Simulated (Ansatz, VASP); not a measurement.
**One calculation of TiO2, two programs**

File INCAR:

```
SYSTEM = TiO2
PREC = Accurate
ENCUT = 520
EDIFF = 1E-6
ISMEAR = 0
SIGMA = 0.05
LREAL = .FALSE.
LASPH = .TRUE.
NELM = 60
ALGO = Normal
ISIF = 2
LWAVE = .FALSE.
LCHARG = .TRUE.
GGA = PE
LELF = .TRUE.
LVHAR = .TRUE.
NBANDS = 33
```

The input KPOINTS:

```
regular mesh
0
G
  10 10 10
  0 0 0
```

The input POSCAR:

```
TiO2
1.0
   -1.8711171002      1.8711171002      4.7029949528
    1.8711171002     -1.8711171002      4.7029949528
    1.8711171002      1.8711171002     -4.7029949528
Ti O
2 4
Direct
    0.0000000000      0.0000000000      0.0000000000
    0.7500000000      0.2500000000      0.5000000000
    0.2065067269      0.2065067269      0.0000000000
    0.9565067269      0.4565067269      0.5000000000
    0.5434932731      0.0434932731      0.5000000000
    0.7934932731      0.7934932731      0.0000000000
```

Input for Ansatz:

```yaml
crystal:
  lattice:
    - [-1.8711171002, 1.8711171002, 4.7029949528]
    - [1.8711171002, -1.8711171002, 4.7029949528]
    - [1.8711171002, 1.8711171002, -4.7029949528]
  atoms:
    - { symbol: Ti, position: [0.0, 0.0, 0.0] }
    - { symbol: Ti, position: [0.75, 0.25, 0.5] }
    - { symbol: O, position: [0.2065067269, 0.2065067269, 0.0] }
    - { symbol: O, position: [0.9565067269, 0.4565067269, 0.5] }
    - { symbol: O, position: [0.5434932731, 0.0434932731, 0.5] }
    - { symbol: O, position: [0.7934932731, 0.7934932731, 0.0] }
basis:
  ecutwfc: 420
kpoints:
  mp_grid: { grid: [10, 10, 10] }
hamiltonian:
  xc: pbe
scf:
  occupations: { method: gaussian, width: 0.05 }
output:
  forces: true
  stress: true
  eigenvalues: true
```

Change from the starting cell: strain -0.015 along x and y, -0.030 along z, atoms carried along.

Alike in both runs: task single point; functional PBE; k mesh 10 × 10 × 10; occupations gaussian, width 0.05 eV; no spin polarisation.

```csv
,VASP,Ansatz
version,VASP 6.6.1,Ansatz 0.2.0
potentials or method,"VASP PAW PBE potentials, release 64 (Ti_sv, O), cutoff 520 eV","scalar-relativistic, plane waves, PAW"
valence electrons in the cell,48,48
```

```csv
,VASP,Ansatz,Ansatz less VASP
gap on the k mesh at the Fermi level (eV),2.24,2.27,+0.026
least direct gap on the mesh (eV),2.52,2.54,+0.023
pressure (GPa),15.3,14.4,-0.81
"traceless stress, the component that is largest in VASP (GPa)",3.71,3.58,-0.123
rms of the force components (eV/Å),0.293,0.280,-0.0130
```

Atom by atom the forces differ by 0.013 eV/Å (rms over components).
